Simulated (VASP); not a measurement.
Input of a VASP 6.6.1 run:

Contents of INCAR:

```
SYSTEM = Ru
PREC = Accurate
ENCUT = 520
EDIFF = 1E-6
ISMEAR = -1
SIGMA = 0.05
LREAL = .False.
LASPH = .True.
NELM = 100
ALGO = Normal
ISIF = 2
LWAVE = .False.
LCHARG = .True.
GGA = PE
LELF = .True.
LVHAR = .True.
NBANDS = 21
```

File KPOINTS:

```
regular mesh
0
Gamma
  20 20 11
  0 0 0
```

Contents of POSCAR:

```
Ru
1.0
    2.7058000000      0.0000000000      0.0000000000
   -1.3529000000      2.3432915376      0.0000000000
    0.0000000000      0.0000000000      4.1962620000
Ru
2
Direct
    0.3333333333      0.6666666667      0.2500000000
    0.6666666667      0.3333333333      0.7500000000
```

Potentials or basis: VASP PAW PBE potentials, release 64 (Ru_pv).

The run is started by

```console
$ cat potpaw_PBE.64/Ru_pv/POTCAR > POTCAR
$ mpirun -np 1 vasp_std > vasp.out
```

**Question.** What does it give for the pressure?

**Answer.** 12.0 GPa.

**Question.** Estimate the band gap on the k mesh.

**Answer.** Zero (band 14 reaches 14.79 eV, above the bottom of band 15 at 11.48 eV).

Stress tensor (GPa, compression positive):
```
 8.93  0.00  0.00
 0.00  8.93  0.00
 0.00  0.00 18.05
```

Caveat: the cell differs from its parent crystal (z stretched by -2 %, then relaxed in part).
